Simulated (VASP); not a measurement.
A run of VASP 6.6.1:

INCAR

```
PREC     = Accurate       # precision mode
ENCUT    = 520            # plane-wave cutoff, eV
EDIFF    = 1E-8           # SCF threshold, eV
ISMEAR   = -1             # smearing method
SIGMA    = 0.02           # smearing width, eV
LREAL    = False          # projectors in reciprocal space
LASPH    = True           # aspherical terms in the spheres
NELM     = 60             # most SCF steps
ALGO     = Normal         # electronic algorithm
ISIF     = 2              # what is computed and relaxed
LWAVE    = False          # write WAVECAR
LCHARG   = False          # write CHGCAR
GGA      = PE             # functional
LEFG     = True         
NBANDS   = 11             # bands
```

KPOINTS

```
regular mesh
0
Gamma
  10 10 10
```

POSCAR

```
AlN
1.0
   -0.0197800000      1.9681100000      1.9681100000
    1.9681100000     -0.0197800000      1.9681100000
    1.9681100000      1.9681100000     -0.0197800000
Al N
1 1
Direct
    0.0000000000      0.0000000000      0.0000000000
    0.5000000000      0.5000000000      0.5000000000
```

Potentials or basis: VASP PAW PBE potentials, release 64 (Al, N).

Launch:

```bash
$ cat potpaw_PBE.64/Al/POTCAR potpaw_PBE.64/N/POTCAR > POTCAR
$ mpirun -np 1 vasp_std > vasp.out
```

Hardware: 1 thread of Intel Xeon 8259CL, with other jobs on the host.

**Question.** How long does it take, and how much memory?

**Answer.** Wall time 24 s on 1 thread of Intel Xeon 8259CL (shared host), peak memory 0.14 GiB. Counts: scf iterations 14, k points 116.
